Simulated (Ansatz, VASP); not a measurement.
## BN in VASP and in Ansatz

Contents of INCAR:

```
  PREC = Accurate
  ENCUT = 520
  EDIFF = 1E-7
  ISMEAR = 0
  SIGMA = 0.05
  LREAL = F
  LASPH = T
  NELM = 80
  ALGO = Normal
  ISIF = 2
  LWAVE = F
  LCHARG = T
  GGA = PE
  LELF = T
  LVHAR = T
  NBANDS = 26
```

File KPOINTS:

```
regular mesh
0
Gamma
  6 6 10
```

POSCAR

```
BN
1.0
    4.5554000000      0.0000000000      0.0000000000
    0.0000000000      4.5554000000      0.0000000000
    0.0000000000      0.0000000000      2.7786000000
B N
4 4
Direct
    0.1742811368      0.8257188632      0.5000000000
    0.3257188632      0.3257188632      0.0000000000
    0.6742811368      0.6742811368      0.0000000000
    0.8257188632      0.1742811368      0.5000000000
    0.8126115048      0.8126115048      0.5000000000
    0.3126115048      0.6873884952      0.0000000000
    0.6873884952      0.3126115048      0.0000000000
    0.1873884952      0.1873884952      0.5000000000
```

Input for Ansatz:

```yaml
crystal:
  lattice:
    - [4.5554, 0.0, 0.0]
    - [0.0, 4.5554, 0.0]
    - [0.0, 0.0, 2.7786]
  atoms:
    - { symbol: B, position: [0.1742811368, 0.8257188632, 0.5] }
    - { symbol: B, position: [0.3257188632, 0.3257188632, 0.0] }
    - { symbol: B, position: [0.6742811368, 0.6742811368, 0.0] }
    - { symbol: B, position: [0.8257188632, 0.1742811368, 0.5] }
    - { symbol: "N", position: [0.8126115048, 0.8126115048, 0.5] }
    - { symbol: "N", position: [0.3126115048, 0.6873884952, 0.0] }
    - { symbol: "N", position: [0.6873884952, 0.3126115048, 0.0] }
    - { symbol: "N", position: [0.1873884952, 0.1873884952, 0.5] }
basis:
  ecutwfc: 520.0
kpoints:
  mp_grid: { grid: [6, 6, 10] }
hamiltonian:
  xc: pbe
  pseudopotentials: { kind: paw, azcp: { folder: soft_1 } }
scf:
  occupations: { method: gaussian, width: 0.05 }
output:
  forces: true
  stress: true
  eigenvalues: true
```

Alike in both runs: task single point; functional PBE; k mesh 6 × 6 × 10; occupations gaussian, width 0.05 eV; no spin polarisation.

|  | VASP | Ansatz |
| --- | --- | --- |
| version | VASP 6.6.1 | Ansatz 0.2.0 |
| potentials or method | VASP PAW PBE potentials, release 64 (B, N), cutoff 520 eV | scalar-relativistic, plane waves, PAW |
| valence electrons in the cell | 32 | 32 |

VASP gave:

```
gap on the k mesh at the Fermi level (eV) : 4.79
least direct gap on the mesh (eV)         : 5.02
rms of the force components (eV/Å)        : 0.088
```

Problem. Estimate Ansatz's values.

Solution. gap on the k mesh at the Fermi level (eV): 4.80; least direct gap on the mesh (eV): 5.02; rms of the force components (eV/Å): 0.093.

Atom by atom the forces differ by 0.006 eV/Å (rms over components).
